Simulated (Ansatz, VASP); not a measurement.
# One calculation of GaN, two programs

```xyz
32
Lattice="6.3600 0.0000 0.0000 -3.1800 5.5079 0.0000 0.0000 0.0000 10.3320" Properties=species:S:1:pos:R:3 pbc="T T T"
Ga    0.0000    1.8360   10.3267
Ga    0.0000    1.8360    5.1607
Ga   -1.5900    4.5899   10.3267
Ga   -1.5900    4.5899    5.1607
Ga    3.1800    1.8360   10.3267
Ga    3.1800    1.8360    5.1607
Ga    1.5900    4.5899   10.3267
Ga    1.5900    4.5899    5.1607
Ga    1.5900    0.9180    2.5777
Ga    1.5900    0.9180    7.7437
Ga    0.0000    3.6719    2.5777
Ga    0.0000    3.6719    7.7437
Ga    4.7700    0.9180    2.5777
Ga    4.7700    0.9180    7.7437
Ga    3.1800    3.6719    2.5777
Ga    3.1800    3.6719    7.7437
N     0.0000    1.8360    1.9426
N     0.0000    1.8360    7.1086
N    -1.5900    4.5899    1.9426
N    -1.5900    4.5899    7.1086
N     3.1800    1.8360    1.9426
N     3.1800    1.8360    7.1086
N     1.5900    4.5899    1.9426
N     1.5900    4.5899    7.1086
N     1.5900    0.9180    4.5256
N     1.5900    0.9180    9.6916
N     0.0000    3.6719    4.5256
N     0.0000    3.6719    9.6916
N     4.7700    0.9180    4.5256
N     4.7700    0.9180    9.6916
N     3.1800    3.6719    4.5256
N     3.1800    3.6719    9.6916
```

Alike in both runs: task electric field gradients; functional PBE; k mesh 4 × 4 × 2; no spin polarisation.

|  | VASP | Ansatz |
| --- | --- | --- |
| version | VASP 6.6.1 | Ansatz 0.2.0 |
| potentials or method | VASP PAW PBE potentials, release 64 (Ga_d, N) | plane-wave PAW, scalar-relativistic |
| plane-wave cutoff (eV) | 520 | 420 |
| occupations | gaussian, width 0.01 eV | fixed |
| valence electrons in the cell | 288 | 288 |

VASP gave:

| Quantity | Value |
| --- | --- |
| gap on the k mesh at the Fermi level (eV) | 1.99 |
| size of Vzz on the site where it differs most (V/Å²) | 3.9 |

Question: Which values does Ansatz return?

Answer: gap on the k mesh at the Fermi level (eV): 1.98; size of Vzz on the site where it differs most (V/Å²): 4.2.
